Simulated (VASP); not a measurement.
Set up this calculation in VASP 6.6.1, as the native input.

| Property | Result |
| --- | --- |
| Task | single point |
| Functional | LDA |
| Potentials or basis | VASP PAW LDA potentials, release 64 (Mg, O) |
| Cutoff | 520 eV |
| k mesh | 9 × 9 × 8 |
| Occupations | gaussian, width 0.05 eV |
| Spin | no spin polarisation |
| Dipole correction | no |
| Further INCAR settings | ALGO = Normal; EDIFF = 1e-07; NBANDS = 11 |

The structure of MgO lies in POSCAR:

```
MgO
1.0
    2.9380209034      0.0000000000      0.0000000000
   -1.4690104517      2.6970647835      0.0000000000
    0.0000000000      0.0000000000      2.6796800000
Mg O
1 1
Direct
    0.0000000000      0.0000000000      0.0000000000
    0.3333333333      0.6666666667      0.5000000000
```

This cell differs from its parent crystal: strain +0.0600 x Voigt [0, 1, 0, 0, 0, 0].

One way to write it, as run:

INCAR

```
  PREC = Accurate
  ENCUT = 520
  EDIFF = 1E-7
  ISMEAR = 0
  SIGMA = 0.05
  LREAL = False
  LASPH = True
  NELM = 80
  ALGO = Normal
  ISIF = 2
  LWAVE = False
  LCHARG = False
  NBANDS = 11
```

KPOINTS

```
regular mesh
0
Gamma
  9 9 8
```

Potentials or basis: VASP PAW LDA potentials, release 64 (Mg, O).

Run with:

```console
$ cat potpaw_LDA.64/Mg/POTCAR potpaw_LDA.64/O/POTCAR > POTCAR
$ mpirun -np 1 vasp_std > vasp.out
```

Results of the run:

- Pressure: -16.2 GPa
- Largest force: 0.120 eV/Å
- Band gap on the k mesh: 2.32 eV, indirect (least direct gap 2.67 eV)

Caveat: the cell differs from its parent crystal (strain +0.0600 x Voigt [0, 1, 0, 0, 0, 0]).

Wall time 40 s on 1 thread of AMD EPYC 7R13, with other jobs on the host, peak memory 0.11 GiB.
